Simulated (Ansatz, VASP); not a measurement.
# Two plane-wave programs on Hg

```
Hg
1.0
     0.00000    2.79142    2.79142
     2.79142    0.00000    2.79142
     2.79142    2.79142    0.00000
Hg
2
Direct
  0.87500 0.87500 0.87500
  0.12500 0.12500 0.12500
```

Change from the starting cell: volume scaled by 0.6, PAW files.

Alike in both runs: task single point; functional PBEsol; k mesh 12 × 12 × 12; occupations fermi-dirac, width 0.05 eV; no spin polarisation.

|  | VASP | Ansatz |
| --- | --- | --- |
| version | VASP 6.6.1 | Ansatz 0.2.0 |
| potentials or method | VASP PAW PBE potentials, release 64 (Hg) | PAW with Ansatz's default frozen-core files, scalar-relativistic |
| plane-wave cutoff (eV) | 520 | 420 |
| valence electrons in the cell | 24 | 40 |

|  | VASP | Ansatz | Ansatz less VASP |
| --- | --- | --- | --- |
| pressure (GPa) | 53.1 | 49.8 | -3.33 |

VASP's potentials were made for PBE, not for PBEsol. Both programs put the cell under a high pressure, so it lies far from rest at this level. VASP's potentials hold 24 valence electrons a cell and Ansatz's 40, so a difference there can come from the potentials and not from the codes.

Neither program's run includes spin-orbit coupling.
